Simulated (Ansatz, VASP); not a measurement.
## One calculation of SnSe, two programs

```
Sn Se
1.0
     0.00000    2.98489    2.98489
     2.98489    0.00000    2.98489
     2.98489    2.98489    0.00000
Sn Se
1 1
Direct
  0.00000 0.00000 0.00000
  0.50000 0.50000 0.50000
```

Alike in both runs: task single point; functional PBEsol; k mesh 6 × 6 × 6; no spin polarisation.

```csv
,VASP,Ansatz
version,VASP 6.6.1,Ansatz 0.2.0
potentials or method,"VASP PAW PBE potentials, release 64 (Sn_d, Se)","plane waves, PAW"
plane-wave cutoff (eV),500,420
occupations,"gaussian, width 0.01 eV",fixed
valence electrons in the cell,20,30
```

|  | VASP | Ansatz | Ansatz less VASP |
| --- | --- | --- | --- |
| gap on the k mesh at the Fermi level (eV) | 0.76 | 0.76 | -0.002 |
| pressure (GPa) | -1.0 | -1.0 | -0.02 |

VASP's potentials were made for PBE, not for PBEsol. VASP's potentials hold 20 valence electrons a cell and Ansatz's 30, so a difference there can come from the potentials and not from the codes.
